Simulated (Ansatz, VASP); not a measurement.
Two plane-wave programs on MgHgO2

File INCAR:

```
  PREC = Accurate
  ENCUT = 750
  EDIFF = 1E-6
  ISMEAR = -1
  SIGMA = 0.02
  LREAL = F
  LASPH = T
  NELM = 120
  ALGO = Normal
  ISIF = 2
  LWAVE = F
  LCHARG = F
  GGA = PE
  NBANDS = 29
  GGA_COMPAT = F
```

The input KPOINTS:

```
Automatic mesh
0
Gamma
  6 6 4
```

POSCAR

```
MgHgO2
1.0
    3.3878496251      0.0000000000      0.0000000000
    0.0000000000      3.3878496251      0.0000000000
    0.0000000000      0.0000000000      5.0394973193
Mg O Hg
1 2 1
Direct
    0.0000000000      0.0000000000      0.0000000000
    0.0000000000      0.5000000000      0.2023172479
    0.5000000000      0.0000000000      0.7976827521
    0.5000000000      0.5000000000      0.5000000000
```

Input for Ansatz:

```yaml
crystal:
  lattice:
    - [3.3878496251, 0.0, 0.0]
    - [0.0, 3.3878496251, 0.0]
    - [0.0, 0.0, 5.0394973193]
  atoms:
    - { symbol: Mg, position: [0.0, 0.0, 0.0] }
    - { symbol: O, position: [0.0, 0.5, 0.2023172479] }
    - { symbol: Hg, position: [0.5, 0.5, 0.5] }
    - { symbol: O, position: [0.5, 0.0, 0.7976827521] }
kpoints:
  mp_grid: { grid: [6, 6, 4] }
hamiltonian:
  xc: pbe
scf:
  occupations: { method: fermi_dirac, width: 0.02 }
  n_extra_bands: 5
output:
  forces: true
  stress: true
  eigenvalues: true
```

Alike in both runs: task single point; functional PBE; k mesh 6 × 6 × 4; occupations fermi-dirac, width 0.02 eV; no spin polarisation.

```csv
,VASP,Ansatz
version,VASP 6.6.1,Ansatz 0.2.0
potentials or method,"VASP PAW PBE potentials, release 64 (Mg_sv, O, Hg_sv_GW)","plane waves, PAW"
plane-wave cutoff (eV),750,420
valence electrons in the cell,42,42
```

```tsv
	VASP	Ansatz	Ansatz less VASP
pressure (GPa)	3.6	3.9	+0.25
rms of the force components (eV/Å)	0.020	0.027	+0.0064
```

Neither program's run includes spin-orbit coupling.
